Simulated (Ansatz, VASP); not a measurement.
# One calculation of Hf2C, two programs

```
Hf C
1.0
     5.42577    0.00000    0.00000
     0.00000    5.42577    0.00000
     0.00000    0.00000    3.35923
Hf C
4 2
Direct
  0.20251 0.79749 0.50000
  0.70251 0.70251 0.00000
  0.79749 0.20251 0.50000
  0.29749 0.29749 0.00000
  0.50000 0.50000 0.50000
  0.00000 0.00000 0.00000
```

Alike in both runs: functional PBE; k mesh 8 × 8 × 12; occupations gaussian, width 0.1 eV; no spin polarisation.

Ansatz relaxed the structure, and its values are those at the end. VASP's run is a single point on that final structure, the one shown.

```csv
,VASP,Ansatz
version,VASP 6.6.1,Ansatz 0.2.0
potentials or method,"VASP PAW PBE potentials, release 64 (Hf_pv, C), cutoff 520 eV","scalar-relativistic, plane waves, PAW"
valence electrons in the cell,48,112
```

VASP gave:

```
gap on the k mesh at the Fermi level (eV) : none
pressure (GPa)                            : -0.6
rms of the force components (eV/Å)        : 0.005
```

Task: Which values does Ansatz return?

Result: gap on the k mesh at the Fermi level (eV): none; pressure (GPa): 0.0; rms of the force components (eV/Å): 0.000.

A gap of «none» marks a metal or a gap that the smearing closes. VASP's potentials hold 48 valence electrons a cell and Ansatz's 112, so a difference there can come from the potentials and not from the codes.

Neither program's run includes spin-orbit coupling.
